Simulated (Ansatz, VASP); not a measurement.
**One calculation of Cs, two programs**

```
Cs
1.0
     5.44714    0.00000    0.00000
    -2.72357    4.71736    0.00000
     0.00000    0.00000   17.80921
Cs
4
Cartesian
  0.0000 0.0000 0.0000
  0.0000 3.1449 4.4523
  0.0000 0.0000 8.9046
  2.7236 1.5725 13.3569
```

Change from the starting cell: equal strain along all axes, cell held, atoms relaxed: +1.5 %.

Alike in both runs: task single point; functional PBEsol; k mesh 12 × 12 × 4; occupations gaussian, width 0.1 eV; no spin polarisation.

```csv
,VASP,Ansatz
version,VASP 6.6.1,Ansatz 0.2.0
potentials or method,"VASP PAW PBE potentials, release 64 (Cs_sv), cutoff 520 eV","scalar-relativistic, plane waves, PAW"
valence electrons in the cell,36,36
```

|  | VASP | Ansatz | Ansatz less VASP |
| --- | --- | --- | --- |
| gap on the k mesh at the Fermi level (eV) | none | none | - |
| pressure (GPa) | -0.1 | -0.1 | +0.01 |

VASP's potentials were made for PBE, not for PBEsol. A gap of «none» marks a metal or a gap that the smearing closes.

Spin-orbit coupling is off throughout.
